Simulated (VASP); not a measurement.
The system is CuO.

```
Cu O
1.0
     2.29404   -1.67637    0.00000
     2.29404    1.67637    0.00000
    -0.83268    0.00000    4.95462
Cu O
2 2
Direct
  0.50000 0.00000 0.50000
  0.00000 0.50000 0.00000
  0.41840 0.58160 0.75000
  0.58160 0.41840 0.25000
```

Base run:

```yaml
Program: VASP 6.6.1
Functional: PBEsol
Dispersion: D4
Potentials_or_basis: VASP PAW PBE potentials, release 64 (Cu_sv_GW, O)
Cutoff: 820 eV
k_mesh: 10 × 10 × 5
Occupations: fermi-dirac, width 0.05 eV
Spin: no spin polarisation
```

Its results: band gap on the k mesh zero (bands 25 and 26 overlap by 0.60 eV); pressure 6.2 GPa; largest force 0.146 eV/Å.

Q: The run is repeated on the same cell with these changes: functional from PBEsol to RPBE. What comes out?

A: Band gap on the k mesh zero (bands 25 and 26 overlap by 0.59 eV); pressure 13.5 GPa; largest force 0.029 eV/Å.

RPBE binds less tightly than PBEsol, so the same cell stands under more pressure.

Caveats: the PAW data sets were made with another functional, which shifts forces and pressure a little; semilocal functionals often make such compounds metallic where correlation or magnetic order opens a gap, which also shifts bond lengths; the cell stands under pressure (at least some runs); the stress differs along the axes, from 11 to 16 GPa (at least some runs).
